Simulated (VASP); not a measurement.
**NiPt2: relaxation of cell and atoms with r2SCAN**

The system is NiPt2.

```
CELL_PARAMETERS angstrom
4.49299 0.00000 0.00000
0.00000 4.49299 0.00000
0.00000 0.00000 4.49299
ATOMIC_POSITIONS crystal
Ni 0.00000 0.00000 0.00000
Ni 0.50000 0.50000 0.50000
Pt 0.25000 0.25000 0.25000
Pt 0.25000 0.75000 0.75000
Pt 0.75000 0.75000 0.25000
Pt 0.75000 0.25000 0.75000
```

```json
{"Program": "VASP 6.6.1", "Task": "relaxation of cell and atoms", "Functional": "r2SCAN", "Potentials or basis": "VASP PAW PBE potentials, release 64 (Ni, Pt)", "Cutoff": "600 eV", "k mesh": "4 × 4 × 4", "Occupations": "gaussian, width 0.1 eV", "Spin": "no spin polarisation", "Dipole correction": "no", "Further INCAR settings": "ALGO = Normal; EDIFF = 1e-07; IBRION = 2; EDIFFG = -0.04; NSW = 90; ISIF = 3"}
```

```yaml
Relaxed_volume: 21.85 Å³/atom
Relaxed_cell: a = 5.080 Å, b = 5.080 Å, c = 5.080 Å, α = 90.00°, β = 90.00°, γ = 90.00°
Space_group_after_relaxing_to_0.1_Å: Pn-3m (No. 224)
Energy_gained_by_relaxing: 1276.6 meV/atom
Ionic_steps: 5
Pressure_after_relaxing: 0.2 GPa
Band_gap_on_the_k_mesh: zero (bands 30 and 31 overlap by 0.49 eV)
```

Step by step:
| step | energy change (eV) | largest force (eV/Å) | pressure (GPa) | volume (Å³) |
| --- | --- | --- | --- | --- |
| 1 | 0.0000 | 0.0000 | 86.59 | 90.70 |
| 2 | 0.5527 | 0.0000 | -11.87 | 245.77 |
| 3 | -7.5294 | 0.0000 | -4.84 | 139.52 |
| 4 | -7.6303 | 0.0000 | -2.46 | 135.13 |
| 5 | -7.6598 | 0.0000 | 0.18 | 131.12 |

Final structure:
```
Ni Pt
1.0
     5.08034    0.00000    0.00000
     0.00000    5.08034    0.00000
     0.00000    0.00000    5.08034
Ni Pt
2 4
Direct
  0.00000 0.00000 0.00000
  0.50000 0.50000 0.50000
  0.25000 0.25000 0.25000
  0.25000 0.75000 0.75000
  0.75000 0.75000 0.25000
  0.75000 0.25000 0.75000
```

Levels at points of the mesh, in eV from the Fermi level:
```csv
k point,band 26,band 27,band 28,band 29,band 30,band 31,band 32,band 33,band 34,band 35
"(0.00, 0.00, 0.00)",-0.69,-0.51,0.19,0.19,0.41,0.41,0.41,2.60,2.60,2.60
"(0.50, 0.00, 0.00)",-1.02,-0.56,-0.56,-0.33,-0.33,0.08,0.08,1.92,1.92,3.55
"(0.50, 0.50, 0.00)",-0.89,-0.72,-0.72,-0.34,-0.34,0.00,0.00,0.36,0.36,4.40
"(0.50, 0.50, 0.50)",-0.79,0.16,0.16,0.16,0.17,0.17,0.72,0.72,0.83,0.85
```

It took 9.2 min on 1 thread of AMD EPYC 9R45 96-Core Processor (Zen 5), on a shared host, peak memory 0.21 GiB.

Caveat: the volume moved by over 15 % at a fixed basis, so the end points are rough; the PAW data sets were made with another functional, which shifts forces and pressure a little; spin-orbit coupling is left out, which moves the levels of the heavy elements. Spin polarisation is off, so any magnetic state and its effect on volume and gap are missing.
